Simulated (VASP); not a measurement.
# S (Fm-3m) in VASP: further runs

The runs below take S through single point, relaxation of cell and atoms, with PBE.

Everything below comes from runs of VASP 6.6.1. Logs are shortened: lines on timing, memory, paths and dates and some standing lists are left out, and cuts for length are marked.

## 1. The cell of the first run

Symmetry: Fm-3m, No. 225, cubic system. Conventional cell: a = 3.825 Å, b = 3.825 Å, c = 3.825 Å, α = 90.00°, β = 90.00°, γ = 90.00°. Within 3.6 Å of S (site symmetry m-3m) lie 12 S at 2.70 Å.

## 2. Single point, PBE

INCAR reads:

```
PREC = Accurate
ENCUT = 520
EDIFF = 1E-7
ISMEAR = -1
SIGMA = 0.1
LREAL = F
LASPH = T
NELM = 80
ALGO = Normal
ISIF = 2
LWAVE = F
LCHARG = F
GGA = PE
NBANDS = 9
```

KPOINTS reads:

```
Automatic mesh
0
Gamma
  17 17 17
```

POSCAR reads:

```
S
1.0
    0.0000000000      1.9124122379      1.9124122379
    1.9124122379      0.0000000000      1.9124122379
    1.9124122379      1.9124122379      0.0000000000
S
1
Direct
    0.0000000000      0.0000000000      0.0000000000
```

Potentials or basis: VASP PAW PBE potentials, release 64 (S).

Run with:

```bash
$ cat potpaw_PBE.64/S/POTCAR > POTCAR
$ mpirun -np 1 vasp_std > vasp.out
```

OUTCAR:

```text
PREC = Accurate
   ENCUT = 520
   EDIFF = 1E-7
   ISMEAR = -1
   LREAL = F
   LASPH = T
   NELM = 80
   ISIF = 2
   GGA = PE

 ion  position               nearest neighbor table
   1  0.000  0.000  0.000-

  LATTYP: Found a face centered cubic cell.
 ALAT       =     3.8248244758

  Lattice vectors:

 A1 = (   0.0000000000,   1.9124122379,   1.9124122379)
 A2 = (   1.9124122379,   0.0000000000,   1.9124122379)
 A3 = (   1.9124122379,   1.9124122379,   0.0000000000)

Analysis of symmetry for initial positions (statically):
=====================================================================
 Subroutine PRICEL returns:
 Original cell was already a primitive cell.

 Routine SETGRP: Setting up the symmetry group for a
 face centered cubic supercell.

 Subroutine GETGRP returns: Found 48 space group operations
 (whereof 48 operations were pure point group operations)
 out of a pool of 48 trial point group operations.

The static configuration has the point symmetry O_h .

Analysis of symmetry for dynamics (positions and initial velocities):
=====================================================================
 Subroutine PRICEL returns:
 Original cell was already a primitive cell.

 Routine SETGRP: Setting up the symmetry group for a
 face centered cubic supercell.

 Subroutine GETGRP returns: Found 48 space group operations
 (whereof 48 operations were pure point group operations)
 out of a pool of 48 trial point group operations.

The dynamic configuration has the point symmetry O_h .

 Subroutine INISYM returns: Found 48 space group operations
 (whereof 48 operations are pure point group operations),
 and found     1 'primitive' translations

----------------------------------------------------------------------------------------

                                     Primitive cell

  volume of cell :      13.9886

  direct lattice vectors                    reciprocal lattice vectors
     0.000000000  1.912412238  1.912412238    -0.261449906  0.261449906  0.261449906
     1.912412238  0.000000000  1.912412238     0.261449906 -0.261449906  0.261449906
     1.912412238  1.912412238  0.000000000     0.261449906  0.261449906 -0.261449906

  length of vectors
     2.704559324  2.704559324  2.704559324     0.452844521  0.452844521  0.452844521

  position of ions in fractional coordinates (direct lattice)
     0.000000000  0.000000000  0.000000000

  ion indices of the primitive-cell ions
   primitive index   ion index
                 1           1
[... 74 lines left out ...]
   EDIFFG = 0.1E-05   stopping-criterion for IOM
   NSW    =      0    number of steps for IOM
   IBRION =     -1    ionic relax: 0-MD 1-quasi-New 2-CG
   NFREE  =      0    steps in history (QN), initial steepest desc. (CG)
   ISIF   =      2    stress and relaxation
   ISYM   =      2    0-nonsym 1-usesym 2-fastsym
   POTIM  = 0.5000    time-step for ionic-motion
   TEBEG  =    0.0;   TEEND  =   0.0 temperature during run
   PSTRESS=    0.0 pullay stress
   NELECT =       6.0000    total number of electrons
   NUPDOWN=      -1.0000    fix difference up-down
   EMIN   =  10.00;   EMAX   =-10.00  energy-range for DOS
   EFERMI =   0.00;   METHOD = LEGACY
   ISMEAR =    -1;   SIGMA  =   0.10  broadening in eV -4-tet -1-fermi 0-gaus
   EFERMI_NEDOS =   21; number of points for ismear=-14 and -15
   IALGO  =     38    algorithm
   IMIX   =      4    mixing-type and parameters
     AMIX     =   0.40;   BMIX     =  1.00
     AMIX_MAG =   1.60;   BMIX_MAG =  1.00
  volume/ion in A,a.u.               =      13.99        94.40
  Fermi-wavevector in a.u.,A,eV,Ry     =   1.234621  2.333096 20.739218  1.524290
  Thomas-Fermi vector in A             =   2.369304
   LORBIT       =      0    0 simple, 1 ext, 2 COOP (PROOUT), +10 PAW based schemes
   GGA     = PE    functional components
   LHFCALC =     F    Hartree Fock is set to
   AEXX    =    0.0000 exact exchange contribution
   IVDW    =     0    specifies the selected vdW correction
   LEPSILON=     F    determine dielectric tensor
   LRPA    =     F    only Hartree local field effects (RPA)
 non-spin polarized calculation
  energy-cutoff  :      520.00
  volume of cell :       13.99
 maximum number of plane-waves:       388
   NGX =  9   NGY =  9   NGZ =  9

 number of electron       6.0000000 magnetization

 Free energy of the ion-electron system (eV)
  ---------------------------------------------------
  ext. energy  EPLUGINS =         0.00000000
  ---------------------------------------------------
  free energy    TOTEN  =        -2.77459310 eV

  energy without entropy =       -2.75089517  energy(sigma->0) =       -2.76274414

 E-fermi :   9.3456     XC(G=0): -11.7776

 val. band max:        9.3303953523   @ k =   0.2353   0.1765   0.0000
 cond. band min:       9.3768876626   @ k =   0.3529   0.2941   0.0000
 fundamental gap:      0.0464923103
 Fermi energy:         9.3455941057

 k-point     1 :       0.0000    0.0000    0.0000
  band No.  band energies     occupation
      1      -8.7066      2.00000
      2      13.2541      0.00000
      3      13.2541      0.00000
      4      13.2541      0.00000
      5      21.4986      0.00000
      6      21.4986      0.00000
      7      21.4986      0.00000
      8      25.8044      0.00000
      9      27.4313      0.00000
[... 265 lines left out ...]
 k-point    24 :      -0.1176    0.0588    0.0000
  band No.  band energies     occupation
      1      -8.1217      2.00000
      2      10.6434      0.00000
      3      12.1159      0.00000
      4      13.1243      0.00000
      5      20.9242      0.00000
      6      22.1107      0.00000
      7      22.5944      0.00000
      8      25.4496      0.00000
      9      26.1553      0.00000

 [... further k-points ...]

------------------------ aborting loop because EDIFF is reached ----------------------------------------

  FORCE on cell =-STRESS in cart. coord.  units (eV):
  Direction    XX          YY          ZZ          XY          YZ          ZX
  --------------------------------------------------------------------------------------
  -------------------------------------------------------------------------------------
  Total        1.1120431      1.1120431      1.1120431      0.0000000      0.0000000     -0.0000000
  in kB      127.3672212    127.3672212    127.3672212      0.0000000      0.0000000     -0.0000000
  external PRESSURE =     127.3672212 kB  Pullay stress =       0.0000000 kB

 VOLUME and BASIS-vectors are now :
 -----------------------------------------------------------------------------
  energy-cutoff  :      520.00
  volume of cell :       13.99
      direct lattice vectors                 reciprocal lattice vectors
     0.000000000  1.912412238  1.912412238    -0.261449906  0.261449906  0.261449906
     1.912412238  0.000000000  1.912412238     0.261449906 -0.261449906  0.261449906
     1.912412238  1.912412238  0.000000000     0.261449906  0.261449906 -0.261449906

 POSITION                                       TOTAL-FORCE (eV/Angst)
 -----------------------------------------------------------------------------------
      0.00000      0.00000      0.00000         0.000000      0.000000      0.000000
 -----------------------------------------------------------------------------------
    total drift:                                0.000000      0.000000     -0.000000

  FREE ENERGIE OF THE ION-ELECTRON SYSTEM (eV)
  ---------------------------------------------------
  free  energy   TOTEN  =        -2.7745931048 eV

  energy  without entropy=       -2.7508951700  energy(sigma->0) =       -2.76274414
```

Run time: 9.8 s. Hardware: 1 thread of Intel Xeon Platinum 8488C (Sapphire Rapids), shared host; peak memory 0.13 GiB.

Results:

```
Free energy            : -2.7746 eV
Pressure               : 12.7 GPa
Band gap on the k mesh : zero (band 3 reaches 13.25 eV, above the bottom of band 4 at 6.42 eV)
```

## 3. Single point, PBE

INCAR reads:

```
PREC     = Accurate       # precision mode
ENCUT    = 520            # plane-wave cutoff, eV
EDIFF    = 1E-6           # SCF threshold, eV
ISMEAR   = -1             # smearing method
SIGMA    = 0.1            # smearing width, eV
LREAL    = F              # projectors in reciprocal space
LASPH    = T              # aspherical terms in the spheres
NELM     = 100            # most SCF steps
ALGO     = Normal         # electronic algorithm
ISIF     = 2              # what is computed and relaxed
LWAVE    = F              # write WAVECAR
LCHARG   = F              # write CHGCAR
GGA      = PE             # functional
NBANDS   = 9              # bands
```

KPOINTS reads:

```
regular mesh
0
Gamma
  17 17 17
```

POSCAR reads:

```
S
1.0
    0.0000000000      1.9126529596      1.9126529596
    1.9126529596      0.0000000000      1.9126529596
    1.9126529596      1.9126529596      0.0000000000
S
1
Direct
    0.0000000000      0.0000000000      0.0000000000
```

Potentials or basis: VASP PAW PBE potentials, release 64 (S).

Run with:

```bash
$ cat potpaw_PBE.64/S/POTCAR > POTCAR
$ mpirun -np 1 vasp_std > vasp.out
```

Wall time 12 s (1 thread of Intel Xeon Platinum 8488C (Sapphire Rapids), shared host); peak memory 0.12 GiB.

Results (log left out):

- Free energy: -2.7750 eV
- Pressure: 12.7 GPa
- Band gap on the k mesh: zero (band 3 reaches 13.25 eV, above the bottom of band 4 at 6.41 eV)

Levels at points of the mesh, in eV from the Fermi level:
```csv
k point,band 1,band 2,band 3,band 4,band 5,band 6
"(0.00, 0.00, 0.00)",-18.05,3.91,3.91,3.91,12.15,12.15
```

## 4. Relaxation of cell and atoms, PBE, target pressure 13 GPa, at which the enthalpy is minimised

INCAR reads:

```
SYSTEM = S
  ALGO = Normal
  EDIFF = 1E-7
  EDIFFG = -0.005
  ENCUT = 600
  GGA = PE
  IBRION = 2
  ISIF = 3
  ISMEAR = -1
  LASPH = .TRUE.
  LCHARG = .FALSE.
  LREAL = .FALSE.
  LWAVE = .FALSE.
  NELM = 80
  NSW = 32
  PREC = Accurate
  PSTRESS = 130.0
  SIGMA = 0.1
```

KPOINTS reads:

```
k-points
0
G
  17 17 17
  0 0 0
```

POSCAR reads:

```
S
1.0
    0.0000000000      1.9124122379      1.9124122379
    1.9124122379      0.0000000000      1.9124122379
    1.9124122379      1.9124122379      0.0000000000
S
1
Direct
    0.0000000000      0.0000000000      0.0000000000
```

Run with:

```bash
$ cat potpaw_PBE.64/S/POTCAR > POTCAR
$ mpirun -np 1 vasp_std > vasp.out
```

Run time: 18 s. Hardware: 1 thread of Intel Xeon Platinum 8488C (Sapphire Rapids), shared host; peak memory 0.14 GiB.

It converged, with:

```yaml
Free_energy: -2.7727 eV
Relaxed_volume: 13.96 Å³/atom
Relaxed_cell: a = 2.703 Å, b = 2.703 Å, c = 2.703 Å, α = 60.00°, β = 60.00°, γ = 60.00°
Space_group_after_relaxing_to_0.05_Å: Fm-3m (No. 225)
Energy_change_on_relaxing_the_enthalpy_is_what_falls: +2.0 meV/atom
Ionic_steps: 3
Pressure_after_relaxing: 13.0 GPa
Band_gap_on_the_k_mesh: zero (band 3 reaches 13.29 eV, above the bottom of band 4 at 6.44 eV)
```

Step by step:
| step | energy change (eV) | largest force (eV/Å) | pressure (GPa) | volume (Å³) |
| --- | --- | --- | --- | --- |
| 1 | 0.0000 | 0.0000 | 12.78 | 13.99 |
| 2 | 0.0032 | 0.0000 | 13.13 | 13.95 |
| 3 | 0.0020 | 0.0000 | 13.00 | 13.96 |

Final structure:
```yaml
crystal:
  lattice:
    - [0.00000, 1.91127, 1.91127]
    - [1.91127, 0.00000, 1.91127]
    - [1.91127, 1.91127, 0.00000]
  atoms:
    - { symbol: S, position: [0.00000, 0.00000, 0.00000] }
```

Levels at points of the mesh, in eV from the Fermi level:
| k point | band 1 | band 2 | band 3 | band 4 | band 5 | band 6 | band 7 |
| --- | --- | --- | --- | --- | --- | --- | --- |
| (0.00, 0.00, 0.00) | -18.07 | 3.92 | 3.92 | 3.92 | 12.15 | 12.15 | 12.15 |

Caveat: the cell is relaxed towards a set pressure, so the enthalpy falls and the energy may rise.
